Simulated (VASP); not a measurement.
# TeWS4 (F-43m) in VASP: density of states with PBE

Aim: the density of states of TeWS4 with PBE.

Everything below comes from runs of VASP 6.6.1. Logs are shortened: lines on timing, memory, paths and dates and some standing lists are left out, and cuts for length are marked.

### Step 1. The cell of the first run

The structure is cubic, space group F-43m (No. 216). The conventional cell has a = 7.436 Å, b = 7.436 Å, c = 7.436 Å, α = 90.00°, β = 90.00°, γ = 90.00°. Within 4.1 Å of Te (site symmetry -43m) lie 12 S at 3.09 Å and 4 W at 3.22 Å. Within 4.0 Å of W (site symmetry -43m) lie 12 S at 3.07 Å and 4 Te at 3.22 Å. S (site symmetry 3m) has 6 S at 2.55 to 2.71 Å and 3 W at 3.07 Å and 3 Te at 3.09 Å within 3.4 Å.

### Step 2. Density of states, PBE

The input, POSCAR:

```
TeWS4
1.0
    0.0000000000      3.7179775982      3.7179775982
    3.7179775982      0.0000000000      3.7179775982
    3.7179775982      3.7179775982      0.0000000000
Te W S
1 1 4
Direct
    0.2500000000      0.2500000000      0.2500000000
    0.0000000000      0.0000000000      0.0000000000
    0.6289252156      0.6289252156      0.6289252156
    0.6289252156      0.6289252156      0.1132243531
    0.6289252156      0.1132243531      0.6289252156
    0.1132243531      0.6289252156      0.6289252156
```

The input, INCAR.step1:

```
PREC     = Accurate       # precision mode
ENCUT    = 520            # plane-wave cutoff, eV
EDIFF    = 1E-7           # SCF threshold, eV
ISMEAR   = 0              # smearing method
SIGMA    = 0.1            # smearing width, eV
LREAL    = False          # projectors in reciprocal space
LASPH    = True           # aspherical terms in the spheres
NELM     = 100            # most SCF steps
ALGO     = Normal         # electronic algorithm
ISIF     = 2              # what is computed and relaxed
LWAVE    = False          # write WAVECAR
LCHARG   = True           # write CHGCAR
LMAXMIX  = 4              # l up to which the mixer works
GGA      = PE             # functional
NBANDS   = 31             # bands
```

The input, KPOINTS.step1:

```
Automatic mesh
0
Gamma
  10 10 10
```

The input, INCAR.step2:

```
PREC     = Accurate       # precision mode
ENCUT    = 520            # plane-wave cutoff, eV
EDIFF    = 1E-7           # SCF threshold, eV
ISMEAR   = -5             # smearing method
SIGMA    = 0.1            # smearing width, eV
LREAL    = False          # projectors in reciprocal space
LASPH    = True           # aspherical terms in the spheres
NELM     = 100            # most SCF steps
ALGO     = Normal         # electronic algorithm
ISIF     = 2              # what is computed and relaxed
LWAVE    = False          # write WAVECAR
LCHARG   = False          # write CHGCAR
LMAXMIX  = 4              # l up to which the mixer works
GGA      = PE             # functional
LORBIT   = 11             # projections on sites
NEDOS    = 1001           # points of the DOS
ICHARG   = 11             # starting density
```

The input, KPOINTS.step2:

```
Automatic mesh
0
Gamma
  15 15 15
```

Potentials or basis: VASP PAW PBE potentials, release 64 (Te, W_sv, S).

Run with:

```sh
> cat potpaw_PBE.64/Te/POTCAR potpaw_PBE.64/W_sv/POTCAR potpaw_PBE.64/S/POTCAR > POTCAR
> cp INCAR.step1 INCAR
> cp KPOINTS.step1 KPOINTS
> mpirun -np 1 vasp_std > vasp.out
> cp INCAR.step2 INCAR
> cp KPOINTS.step2 KPOINTS
> mpirun -np 1 vasp_std > vasp.out
```

OUTCAR:

```text
PREC = Accurate
   ENCUT = 520
   EDIFF = 1E-7
   ISMEAR = -5
   LREAL = False
   LASPH = True
   NELM = 100
   ISIF = 2
   GGA = PE
   LORBIT = 11
   ICHARG = 11

 ion  position               nearest neighbor table
   1  0.250  0.250  0.250-   4 3.09   5 3.09   6 3.09   3 3.09   3 3.09   3 3.09   5 3.09   4 3.09
                             6 3.09   6 3.09   4 3.09   5 3.09   2 3.22   2 3.22   2 3.22   2 3.22
   2  0.000  0.000  0.000-   4 3.07   5 3.07   4 3.07   6 3.07   5 3.07   6 3.07   3 3.07   3 3.07
                             3 3.07   5 3.07   6 3.07   4 3.07   1 3.22   1 3.22   1 3.22   1 3.22
   3  0.629  0.629  0.629-   4 2.55   5 2.55   6 2.55   4 2.71   5 2.71   6 2.71   2 3.07   2 3.07
                             2 3.07   1 3.09   1 3.09   1 3.09
   4  0.629  0.629  0.113-   3 2.55   5 2.55   6 2.55   3 2.71   5 2.71   6 2.71   2 3.07   2 3.07
                             2 3.07   1 3.09   1 3.09   1 3.09
   5  0.629  0.113  0.629-   3 2.55   4 2.55   6 2.55   4 2.71   3 2.71   6 2.71   2 3.07   2 3.07
                             2 3.07   1 3.09   1 3.09   1 3.09
   6  0.113  0.629  0.629-   3 2.55   4 2.55   5 2.55   3 2.71   4 2.71   5 2.71   2 3.07   2 3.07
                             2 3.07   1 3.09   1 3.09   1 3.09

  LATTYP: Found a face centered cubic cell.
 ALAT       =     7.4359551964

  Lattice vectors:

 A1 = (   0.0000000000,   3.7179775982,   3.7179775982)
 A2 = (   3.7179775982,   0.0000000000,   3.7179775982)
 A3 = (   3.7179775982,   3.7179775982,   0.0000000000)

Analysis of symmetry for initial positions (statically):
=====================================================================
 Subroutine PRICEL returns:
 Original cell was already a primitive cell.

 Routine SETGRP: Setting up the symmetry group for a
 face centered cubic supercell.

 Subroutine GETGRP returns: Found 24 space group operations
 (whereof 24 operations were pure point group operations)
 out of a pool of 48 trial point group operations.

The static configuration has the point symmetry T_d .

Analysis of symmetry for dynamics (positions and initial velocities):
=====================================================================
 Subroutine PRICEL returns:
 Original cell was already a primitive cell.

 Routine SETGRP: Setting up the symmetry group for a
 face centered cubic supercell.

 Subroutine GETGRP returns: Found 24 space group operations
 (whereof 24 operations were pure point group operations)
 out of a pool of 48 trial point group operations.

The dynamic configuration has the point symmetry T_d .

 Subroutine INISYM returns: Found 24 space group operations
[... 116 lines left out ...]
   TEBEG  =    0.0;   TEEND  =   0.0 temperature during run
   PSTRESS=    0.0 pullay stress
   NELECT =      44.0000    total number of electrons
   NUPDOWN=      -1.0000    fix difference up-down
   EMIN   =  10.00;   EMAX   =-10.00  energy-range for DOS
   EFERMI =   0.00;   METHOD = LEGACY
   ISMEAR =    -5;   SIGMA  =   0.10  broadening in eV -4-tet -1-fermi 0-gaus
   EFERMI_NEDOS =   21; number of points for ismear=-14 and -15
   IALGO  =     38    algorithm
   IMIX   =      4    mixing-type and parameters
     AMIX     =   0.40;   BMIX     =  1.00
     AMIX_MAG =   1.60;   BMIX_MAG =  1.00
  volume/ion in A,a.u.               =      17.13       115.61
  Fermi-wavevector in a.u.,A,eV,Ry     =   1.233793  2.331531 20.711402  1.522245
  Thomas-Fermi vector in A             =   2.368509
   LORBIT       =     11    0 simple, 1 ext, 2 COOP (PROOUT), +10 PAW based schemes
   GGA     = PE    functional components
   LHFCALC =     F    Hartree Fock is set to
   AEXX    =    0.0000 exact exchange contribution
   IVDW    =     0    specifies the selected vdW correction
   LEPSILON=     F    determine dielectric tensor
   LRPA    =     F    only Hartree local field effects (RPA)
 non-spin polarized calculation
 Fermi weights with tetrahedron method with Bloechl corrections
  energy-cutoff  :      520.00
  volume of cell :      102.79
 maximum number of plane-waves:      2790

 number of electron      44.0000000 magnetization

 Free energy of the ion-electron system (eV)
  ---------------------------------------------------
  ext. energy  EPLUGINS =         0.00000000
  ---------------------------------------------------
  free energy    TOTEN  =       -24.28933754 eV

  energy without entropy =      -24.28933754  energy(sigma->0) =      -24.28933754

 E-fermi :   9.3991     XC(G=0): -11.5242

 val. band max:        9.4394576963   @ k =   0.1333   0.0000   0.0000
 cond. band min:       9.3685637743   @ k =   0.0000   0.0000   0.0000
 fundamental gap:     -0.0708939220
 Fermi energy:         9.3990579806

 k-point     1 :       0.0000    0.0000    0.0000
  band No.  band energies     occupation
      1     -65.7293      2.00000
      2     -29.8295      2.00000
      3     -29.8295      2.00000
      4     -29.8295      2.00000
      5      -7.8477      2.00000
      6      -2.7924      2.00000
[... 685 lines left out ...]
     25      10.5688      0.00000
     26      10.7145      0.00000

 [... further k-points ...]
[... 5 lines left out ...]
  --------------------------------------------------------------------------------------
  -------------------------------------------------------------------------------------
  Total       -0.0327774     -0.0327774     -0.0327774      0.0000000     -0.0000000      0.0000000
  in kB       -0.5108984     -0.5108984     -0.5108984      0.0000000     -0.0000000      0.0000000
  external PRESSURE =      -0.5108984 kB  Pullay stress =       0.0000000 kB

 VOLUME and BASIS-vectors are now :
 -----------------------------------------------------------------------------
  energy-cutoff  :      520.00
  volume of cell :      102.79
      direct lattice vectors                 reciprocal lattice vectors
     0.000000000  3.717977598  3.717977598    -0.134481714  0.134481714  0.134481714
     3.717977598  0.000000000  3.717977598     0.134481714 -0.134481714  0.134481714
     3.717977598  3.717977598  0.000000000     0.134481714  0.134481714 -0.134481714

 POSITION                                       TOTAL-FORCE (eV/Angst)
 -----------------------------------------------------------------------------------
      1.85899      1.85899      1.85899         0.000000     -0.000000     -0.000000
      0.00000      0.00000      0.00000         0.000000      0.000000     -0.000000
      4.67666      4.67666      4.67666         0.005064      0.005064      0.005064
      2.75930      2.75930      4.67666        -0.005064     -0.005064      0.005064
      2.75930      4.67666      2.75930        -0.005064      0.005064     -0.005064
      4.67666      2.75930      2.75930         0.005064     -0.005064     -0.005064
 -----------------------------------------------------------------------------------
    total drift:                                0.000241      0.000241      0.000241

  FREE ENERGIE OF THE ION-ELECTRON SYSTEM (eV)
  ---------------------------------------------------
  free  energy   TOTEN  =       -24.2893375434 eV

  energy  without entropy=      -24.2893375434  energy(sigma->0) =      -24.28933754

 total charge

# of ion       s       p       d       tot
------------------------------------------
    1        1.444   1.712   0.078   3.234
    2        2.250   6.066   3.191  11.507
    3        1.441   2.083   0.000   3.524
    4        1.441   2.083   0.000   3.524
    5        1.441   2.083   0.000   3.524
    6        1.441   2.083   0.000   3.524
--------------------------------------------------
tot          9.456  16.112   3.269  28.837
```

OUTCAR.step1:

```text
PREC = Accurate
   ENCUT = 520
   EDIFF = 1E-7
   ISMEAR = 0
   LREAL = False
[... 1058 lines left out ...]
      4.67666      4.67666      4.67666         0.007318      0.007318      0.007318
      2.75930      2.75930      4.67666        -0.007318     -0.007318      0.007318
      2.75930      4.67666      2.75930        -0.007318      0.007318     -0.007318
      4.67666      2.75930      2.75930         0.007318     -0.007318     -0.007318
 -----------------------------------------------------------------------------------
    total drift:                                0.000000      0.000000      0.000000

  FREE ENERGIE OF THE ION-ELECTRON SYSTEM (eV)
  ---------------------------------------------------
  free  energy   TOTEN  =       -24.3022012161 eV

  energy  without entropy=      -24.2783578444  energy(sigma->0) =      -24.29027953
```

It took 4.5 min on 1 thread of Intel Xeon Platinum 8488C (Sapphire Rapids), shared host; peak memory 0.45 GiB.

What came out:

```
Valence electrons inside the program's atomic spheres : Te 3.23; W 11.51; S 3.52
```

Caveat: spin-orbit coupling is left out, which moves the levels of the heavy elements; tetrahedron occupations give inexact forces and stress in metals.
